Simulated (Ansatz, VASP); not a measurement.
# Two plane-wave programs on MgO

The input POSCAR:

```
MgO
1.0
    0.0000000000      2.1547216021      2.1547216021
    2.1547216021      0.0000000000      2.1547216021
    2.1547216021      2.1547216021      0.0000000000
Mg O
1 1
Direct
    0.0000000000      0.0000000000      0.0000000000
    0.5000000000      0.5000000000      0.5000000000
```

Contents of INCAR.step1:

```
ALGO     = Normal         # electronic algorithm
EDIFF    = 1E-5           # SCF threshold, eV
ENCUT    = 660            # plane-wave cutoff, eV
GGA      = PE             # functional
GGA_COMPAT= F            
ISMEAR   = 0              # smearing method
LASPH    = T              # aspherical terms in the spheres
LCHARG   = F              # write CHGCAR
LREAL    = F              # projectors in reciprocal space
LWAVE    = T              # write WAVECAR
NBANDS   = 15             # bands
NELM     = 120            # most SCF steps
PREC     = Accurate       # precision mode
SIGMA    = 0.01           # smearing width, eV
```

File INCAR.step2:

```
ALGO     = Normal         # electronic algorithm
EDIFF    = 1E-6           # SCF threshold, eV
ENCUT    = 660            # plane-wave cutoff, eV
GGA_COMPAT= F            
ISIF     = 2              # what is computed and relaxed
ISMEAR   = 0              # smearing method
ISTART   = 1            
LASPH    = T              # aspherical terms in the spheres
LCHARG   = F              # write CHGCAR
LMIXTAU  = T            
LREAL    = F              # projectors in reciprocal space
LWAVE    = F              # write WAVECAR
METAGGA  = R2SCAN         # meta-GGA
NBANDS   = 15             # bands
NELM     = 120            # most SCF steps
PREC     = Accurate       # precision mode
SIGMA    = 0.01           # smearing width, eV
```

File KPOINTS:

```
k-points
0
Gamma
  10 10 10
```

Input for Ansatz:

```yaml
crystal:
  lattice:
    - [0.0, 2.1547216021, 2.1547216021]
    - [2.1547216021, 0.0, 2.1547216021]
    - [2.1547216021, 2.1547216021, 0.0]
  atoms:
    - { symbol: Mg, position: [0.0, 0.0, 0.0] }
    - { symbol: O, position: [0.5, 0.5, 0.5] }
kpoints:
  mp_grid: { grid: [10, 10, 10] }
  band_path:
    path:
      - [0.0, 0.0, 0.0]
      - [0.5, 0.0, 0.5]
      - [0.625, 0.25, 0.625]
      - [0.375, 0.375, 0.75]
      - [0.5, 0.5, 0.5]
      - [0.5, 0.25, 0.75]
    npoints: 1
hamiltonian:
  xc: r2scan
scf:
  occupations: { method: fixed }
  n_extra_bands: 4
output:
  forces: true
  stress: true
  eigenvalues: true
```

Change from the starting cell: hydrostatic strain +2.5%.

Alike in both runs: task single point; functional r2SCAN; k mesh 10 × 10 × 10; no spin polarisation.

|  | VASP | Ansatz |
| --- | --- | --- |
| version | VASP 6.6.1 | Ansatz 0.2.0 |
| potentials or method | VASP PAW PBE potentials, release 64 (Mg_sv, O) | plane waves, PAW |
| plane-wave cutoff (eV) | 660 | 500 |
| occupations | gaussian, width 0.01 eV | fixed |
| valence electrons in the cell | 16 | 16 |

```csv
,VASP,Ansatz,Ansatz less VASP
gap on the k mesh at the Fermi level (eV),5.00,4.96,-0.034
pressure (GPa),-10.9,-10.6,+0.33
```

VASP's potentials were made for PBE, not for r2SCAN.
